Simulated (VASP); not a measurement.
# Bi2Te3 (R-3m) in VASP: a series of runs

Runs on Bi2Te3. Level: PBE. Tasks: single point.

All numbers are computed with VASP 6.6.1; they aren't measurements. Logs are shortened: lines on timing, memory, paths and dates and some standing lists are left out, and cuts for length are marked.

## 1. The cell of the first run

The structure is trigonal, space group R-3m (No. 166). Conventional cell: a = 4.386 Å, b = 4.386 Å, c = 29.887 Å, α = 90.00°, β = 90.00°, γ = 120.00°. Bi (site symmetry 3m) has 6 Te at 3.05 to 3.22 Å within 4.0 Å. Te (site symmetry -3m) has 6 Bi at 3.22 Å within 4.2 Å. Te (site symmetry 3m) has 3 Bi at 3.05 Å and 3 Te at 3.60 Å within 4.0 Å.

## 2. Single point, PBE (zz strain of -2 %)

Input file INCAR:

```
ALGO = Normal
EDIFF = 1E-6
ENCUT = 520
GGA = PE
ISIF = 2
ISMEAR = -1
LASPH = T
LCHARG = T
LELF = T
LREAL = F
LVHAR = T
LWAVE = F
NBANDS = 32
NELM = 80
PREC = Accurate
SIGMA = 0.08
```

Input file KPOINTS:

```
k-points
0
Gamma
  7 7 7
```

Input file POSCAR:

```
Bi2Te3
1.0
    2.1930005584      1.2661294627      9.9623566000
   -2.1930005584      1.2661294627      9.9623566000
    0.0000000000     -2.5322589254      9.9623566000
Bi Te
2 3
Direct
    0.4000000000      0.4000000000      0.4000000000
    0.6000000000      0.6000000000      0.6000000000
    0.0000000000      0.0000000000      0.0000000000
    0.2095000000      0.2095000000      0.2095000000
    0.7905000000      0.7905000000      0.7905000000
```

Potentials or basis: VASP PAW PBE potentials, release 64 (Bi_d, Te).

Run with:

```sh
$ cat potpaw_PBE.64/Bi_d/POTCAR potpaw_PBE.64/Te/POTCAR > POTCAR
$ mpirun -np 1 vasp_std > vasp.out
```

OUTCAR:

```text
EDIFF = 1E-6
   ENCUT = 520
   GGA = PE
   ISIF = 2
   ISMEAR = -1
   LASPH = T
   LREAL = F
   NELM = 80
   PREC = Accurate

 ion  position               nearest neighbor table
   1  0.400  0.400  0.400-   5 3.05   5 3.05   5 3.05   3 3.22   3 3.22   3 3.22
   2  0.600  0.600  0.600-   4 3.05   4 3.05   4 3.05   3 3.22   3 3.22   3 3.22
   3  0.000  0.000  0.000-   2 3.22   1 3.22   2 3.22   2 3.22   1 3.22   1 3.22
   4  0.209  0.209  0.209-   2 3.05   2 3.05   2 3.05   5 3.60   5 3.60   5 3.60
   5  0.791  0.791  0.791-   1 3.05   1 3.05   1 3.05   4 3.60   4 3.60   4 3.60

  LATTYP: Found a trigonal (rhomboedric) cell.
 ALAT       =    10.2791480333
 COS(alpha) =     0.9089681772

  Lattice vectors:

 A1 = (   2.1930005584,   1.2661294627,   9.9623566000)
 A2 = (  -2.1930005584,   1.2661294627,   9.9623566000)
 A3 = (   0.0000000000,  -2.5322589254,   9.9623566000)

Analysis of symmetry for initial positions (statically):
=====================================================================
 Subroutine PRICEL returns:
 Original cell was already a primitive cell.

 Routine SETGRP: Setting up the symmetry group for a
 trigonal (rhombohedral) supercell.

 Subroutine GETGRP returns: Found 12 space group operations
 (whereof 12 operations were pure point group operations)
 out of a pool of 12 trial point group operations.

The static configuration has the point symmetry D_3d.

Analysis of symmetry for dynamics (positions and initial velocities):
=====================================================================
 Subroutine PRICEL returns:
 Original cell was already a primitive cell.

 Routine SETGRP: Setting up the symmetry group for a
 trigonal (rhombohedral) supercell.

 Subroutine GETGRP returns: Found 12 space group operations
 (whereof 12 operations were pure point group operations)
 out of a pool of 12 trial point group operations.

The dynamic configuration has the point symmetry D_3d.

 Subroutine INISYM returns: Found 12 space group operations
 (whereof 12 operations are pure point group operations),
 and found     1 'primitive' translations

----------------------------------------------------------------------------------------

                                     Primitive cell

  volume of cell :     165.9702

  direct lattice vectors                    reciprocal lattice vectors
     2.193000558  1.266129463  9.962356600     0.227998118  0.131634775  0.033459285
    -2.193000558  1.266129463  9.962356600    -0.227998118  0.131634775  0.033459285
     0.000000000 -2.532258925  9.962356600     0.000000000 -0.263269550  0.033459285

  length of vectors
    10.279148033 10.279148033 10.279148033     0.265387226  0.265387226  0.265387226

  position of ions in fractional coordinates (direct lattice)
     0.400000000  0.400000000  0.400000000
     0.600000000  0.600000000  0.600000000
     0.000000000  0.000000000  0.000000000
     0.209500000  0.209500000  0.209500000
     0.790500000  0.790500000  0.790500000

  ion indices of the primitive-cell ions
   primitive index   ion index
                 1           1
                 2           2
                 3           3
                 4           4
                 5           5

----------------------------------------------------------------------------------------

 KPOINTS: k-points

Automatic generation of k-mesh.
 Grid dimensions read from file:
 generate k-points for:    7    7    7

 Generating k-lattice:

  Cartesian coordinates                     Fractional coordinates (reciprocal lattice)
     0.032571160  0.018804968  0.004779898     0.142857143  0.000000000  0.000000000
    -0.032571160  0.018804968  0.004779898     0.000000000  0.142857143  0.000000000
     0.000000000 -0.037609936  0.004779898     0.000000000  0.000000000  0.142857143

  Length of vectors
     0.037912461  0.037912461  0.037912461

  Shift w.r.t. Gamma in fractional coordinates (k-lattice)
     0.000000000  0.000000000  0.000000000

 Subroutine IBZKPT returns following result:
 ===========================================

 Found     44 irreducible k-points:

 Following reciprocal coordinates:
            Coordinates               Weight
  0.000000  0.000000  0.000000      1.000000
  0.142857 -0.000000 -0.000000      6.000000
  0.285714 -0.000000 -0.000000      6.000000
  0.428571 -0.000000 -0.000000      6.000000
  0.142857  0.142857 -0.000000      6.000000
  0.285714  0.142857 -0.000000     12.000000
[... 16 lines left out ...]
  0.285714  0.285714  0.142857      6.000000
  0.428571  0.285714  0.142857     12.000000
 [... further k-points ...]
   k-points           NKPTS =     44   k-points in BZ     NKDIM =     44   number of bands    NBANDS=     32
   number of dos      NEDOS =    301   number of ions     NIONS =      5
   total plane-waves  NPLWV = 512000
   dimension x,y,z NGX =    80 NGY =   80 NGZ =   80
   dimension x,y,z NGXF=   160 NGYF=  160 NGZF=  160
   ions per type =               2   3
   NGX,Y,Z   is equivalent  to a cutoff of  12.94, 12.94, 12.94 a.u.
   NGXF,Y,Z  is equivalent  to a cutoff of  25.88, 25.88, 25.88 a.u.
 SYSTEM =  unknown system
   PREC   = accura    normal or accurate (medium, high low for compatibility)
   ISTART =      0    job   : 0-new  1-cont  2-samecut
   ICHARG =      2    charge: 1-file 2-atom 10-const
   ISPIN  =      1    spin polarized calculation?
   LNONCOLLINEAR =      F non collinear calculations
   LSORBIT =      F    spin-orbit coupling
   LASPH  =      T    aspherical Exc in radial PAW
   ENCUT  =  520.0 eV  38.22 Ry    6.18 a.u.  19.11 19.11 19.11*2*pi/ulx,y,z
   NELM   =     80;   NELMIN=  2; NELMDL= -5     # of ELM steps
   EDIFF  = 0.1E-05   stopping-criterion for ELM
   LREAL  =      F    real-space projection
[... 7 lines left out ...]
   TEBEG  =    0.0;   TEEND  =   0.0 temperature during run
   PSTRESS=    0.0 pullay stress
   NELECT =      48.0000    total number of electrons
   NUPDOWN=      -1.0000    fix difference up-down
   EMIN   =  10.00;   EMAX   =-10.00  energy-range for DOS
   EFERMI =   0.00;   METHOD = LEGACY
   ISMEAR =    -1;   SIGMA  =   0.08  broadening in eV -4-tet -1-fermi 0-gaus
   EFERMI_NEDOS =   21; number of points for ismear=-14 and -15
   IALGO  =     38    algorithm
   IMIX   =      4    mixing-type and parameters
     AMIX     =   0.40;   BMIX     =  1.00
     AMIX_MAG =   1.60;   BMIX_MAG =  1.00
  volume/ion in A,a.u.               =      33.19       224.00
  Fermi-wavevector in a.u.,A,eV,Ry     =   1.082626  2.045867 15.947108  1.172079
  Thomas-Fermi vector in A             =   2.218672
   LORBIT       =      0    0 simple, 1 ext, 2 COOP (PROOUT), +10 PAW based schemes
   GGA     = PE    functional components
   LHFCALC =     F    Hartree Fock is set to
   AEXX    =    0.0000 exact exchange contribution
   IVDW    =     0    specifies the selected vdW correction
   LEPSILON=     F    determine dielectric tensor
   LRPA    =     F    only Hartree local field effects (RPA)
 non-spin polarized calculation
  energy-cutoff  :      520.00
  volume of cell :      165.97
 maximum number of plane-waves:      4498
 NGX is ok and might be reduce to    80
   NGX = 39   NGY = 39   NGZ = 39

 number of electron      48.0000003 magnetization

 Free energy of the ion-electron system (eV)
  ---------------------------------------------------
  ext. energy  EPLUGINS =         0.00000000
  ---------------------------------------------------
  free energy    TOTEN  =       -18.28084002 eV

  energy without entropy =      -18.27909241  energy(sigma->0) =      -18.27996622

 E-fermi :   6.5817     XC(G=0):  -9.4184

 val. band max:        6.4594240510   @ k =   0.0000   0.0000   0.0000
 cond. band min:       6.6671222602   @ k =   0.0000   0.0000   0.0000
 fundamental gap:      0.2076982092
 Fermi energy:         6.5817279777

 k-point     1 :       0.0000    0.0000    0.0000
  band No.  band energies     occupation
      1     -16.7525      2.00000
      2     -16.7525      2.00000
      3     -16.7507      2.00000
      4     -16.7507      2.00000
      5     -16.7432      2.00000
      6     -16.7417      2.00000
[... 24 lines left out ...]
     31      11.3209      0.00000
     32      11.7626      0.00000

 k-point     2 :       0.1429   -0.0000   -0.0000
  band No.  band energies     occupation
      1     -16.7544      2.00000
      2     -16.7523      2.00000
      3     -16.7507      2.00000
      4     -16.7489      2.00000
      5     -16.7419      2.00000
      6     -16.7407      2.00000
[... 24 lines left out ...]
     31      10.6902      0.00000
     32      11.3538      0.00000

 k-point     3 :       0.2857   -0.0000   -0.0000
  band No.  band energies     occupation
      1     -16.7593      2.00000
      2     -16.7565      2.00000
      3     -16.7482      2.00000
      4     -16.7460      2.00000
      5     -16.7432      2.00000
      6     -16.7405      2.00000
[... 24 lines left out ...]
     31      10.6546      0.00000
     32      11.9470      0.00000

 k-point     4 :       0.4286   -0.0000   -0.0000
  band No.  band energies     occupation
      1     -16.7635      2.00000
      2     -16.7601      2.00000
      3     -16.7478      2.00000
      4     -16.7447      2.00000
      5     -16.7447      2.00000
      6     -16.7420      2.00000
[... 24 lines left out ...]
     31      10.4497      0.00000
     32      11.3492      0.00000

 k-point     5 :       0.1429    0.1429   -0.0000
  band No.  band energies     occupation
      1     -16.7544      2.00000
      2     -16.7523      2.00000
      3     -16.7507      2.00000
      4     -16.7489      2.00000
      5     -16.7420      2.00000
      6     -16.7407      2.00000
[... 584 lines left out ...]
     31      10.2471      0.00000
     32      11.5198      0.00000

 k-point    22 :      -0.1429    0.1429    0.1429
  band No.  band energies     occupation
      1     -16.7593      2.00000
      2     -16.7565      2.00000
      3     -16.7482      2.00000
      4     -16.7460      2.00000
      5     -16.7432      2.00000
      6     -16.7406      2.00000
[... 24 lines left out ...]
     31      10.3408      0.00000
     32      12.0443      0.00000

 k-point    23 :       0.2857    0.2857    0.1429
  band No.  band energies     occupation
      1     -16.7544      2.00000
      2     -16.7523      2.00000
      3     -16.7507      2.00000
      4     -16.7489      2.00000
      5     -16.7420      2.00000
      6     -16.7407      2.00000
[... 24 lines left out ...]
     31      11.0161      0.00000
     32      11.3069      0.00000

 k-point    24 :       0.4286    0.2857    0.1429
  band No.  band energies     occupation
      1     -16.7567      2.00000
      2     -16.7549      2.00000
      3     -16.7484      2.00000
      4     -16.7484      2.00000
      5     -16.7411      2.00000
      6     -16.7408      2.00000
[... 24 lines left out ...]
     31      10.8180      0.00000
     32      10.8626      0.00000

 [... further k-points ...]

------------------------ aborting loop because EDIFF is reached ----------------------------------------

  FORCE on cell =-STRESS in cart. coord.  units (eV):
  Direction    XX          YY          ZZ          XY          YZ          ZX
  --------------------------------------------------------------------------------------
  -------------------------------------------------------------------------------------
  Total        3.0357971      3.0357971      3.5417310      0.0000000      0.0000000      0.0000000
  in kB       29.3057695     29.3057695     34.1897530      0.0000000      0.0000000      0.0000000
  external PRESSURE =      30.9337640 kB  Pullay stress =       0.0000000 kB

 VOLUME and BASIS-vectors are now :
 -----------------------------------------------------------------------------
  energy-cutoff  :      520.00
  volume of cell :      165.97
      direct lattice vectors                 reciprocal lattice vectors
     2.193000558  1.266129463  9.962356600     0.227998118  0.131634775  0.033459285
    -2.193000558  1.266129463  9.962356600    -0.227998118  0.131634775  0.033459285
     0.000000000 -2.532258925  9.962356600     0.000000000 -0.263269550  0.033459285

 POSITION                                       TOTAL-FORCE (eV/Angst)
 -----------------------------------------------------------------------------------
      0.00000      0.00000     11.95483         0.000000     -0.000000     -0.021367
      0.00000      0.00000     17.93224         0.000000     -0.000000      0.021367
      0.00000      0.00000      0.00000         0.000000     -0.000000      0.000000
      0.00000      0.00000      6.26134         0.000000     -0.000000     -0.141654
      0.00000      0.00000     23.62573         0.000000      0.000000      0.141654
 -----------------------------------------------------------------------------------
    total drift:                               -0.000000     -0.000000     -0.000000

  FREE ENERGIE OF THE ION-ELECTRON SYSTEM (eV)
  ---------------------------------------------------
  free  energy   TOTEN  =       -18.2808400229 eV

  energy  without entropy=      -18.2790924116  energy(sigma->0) =      -18.27996622
```

Run time: 40 min. Hardware: 1 thread of Intel Xeon 8259CL, shared host; peak memory 0.98 GiB.

Results:

```yaml
Free_energy: -18.2808 eV
Pressure: 3.1 GPa
Largest_force: 0.142 eV/Å
Band_gap_on_the_k_mesh: 0.21 eV
```

Forces on the atoms (eV/Å):
```
Bi   0.000  0.000 -0.021
Bi   0.000  0.000  0.021
Te   0.000  0.000  0.000
Te   0.000  0.000 -0.142
Te   0.000  0.000  0.142
```

Stress tensor (GPa, compression positive):
```
2.93 0.00 0.00
0.00 2.93 0.00
0.00 0.00 3.42
```

Caveat: the cell differs from its parent crystal (zz strain of -2 %); the cell stands under pressure; spin-orbit coupling is left out, which moves the levels of the heavy elements.

## 3. Single point, PBE (zz strain of +1 %)

Input file INCAR:

```
  PREC = Accurate
  ENCUT = 520
  EDIFF = 1E-6
  ISMEAR = -1
  SIGMA = 0.08
  LREAL = False
  LASPH = True
  NELM = 80
  ALGO = Normal
  ISIF = 2
  LWAVE = False
  LCHARG = False
  GGA = PE
  NBANDS = 32
```

Input file KPOINTS:

```
regular mesh
0
Gamma
  7 7 7
```

POSCAR: that of step 2 with these lines changed.

```diff
@@ -2,5 +2,5 @@
 1.0
-    2.1930005584      1.2661294627      9.9623566000
-   -2.1930005584      1.2661294627      9.9623566000
-    0.0000000000     -2.5322589254      9.9623566000
+    2.1930005584      1.2661294627     10.2673267000
+   -2.1930005584      1.2661294627     10.2673267000
+    0.0000000000     -2.5322589254     10.2673267000
 Bi Te
```

Potentials or basis: VASP PAW PBE potentials, release 64 (Bi_d, Te).

Run with:

```sh
$ cat potpaw_PBE.64/Bi_d/POTCAR potpaw_PBE.64/Te/POTCAR > POTCAR
$ mpirun -np 1 vasp_std > vasp.out
```

Run time: 55 min. Hardware: 1 thread of Intel Xeon 8259CL, shared host; peak memory 1 GiB.

Results (log left out):

```
Free energy            : -18.3507 eV
Pressure               : 1.3 GPa
Largest force          : 0.115 eV/Å
Band gap on the k mesh : 0.32 eV
```

Forces in eV/Å, atoms in the order of the input:
```
Bi   0.000  0.000  0.053
Bi   0.000  0.000 -0.053
Te   0.000  0.000  0.000
Te   0.000  0.000  0.115
Te   0.000  0.000 -0.115
```

Stress tensor (GPa, compression positive):
```
1.51 0.00 0.00
0.00 1.51 0.00
0.00 0.00 0.96
```

Levels at points of the mesh, in eV from the valence-band top:
| k point | band 22 | band 23 | band 24 | band 25 | band 26 | band 27 |
| --- | --- | --- | --- | --- | --- | --- |
| (0.00, 0.00, 0.00) | -0.84 | -0.84 | 0.00 | 0.32 | 0.68 | 0.68 |

Caveat: the cell differs from its parent crystal (zz strain of +1 %); spin-orbit coupling is left out, which moves the levels of the heavy elements. A k mesh can miss the band edges.
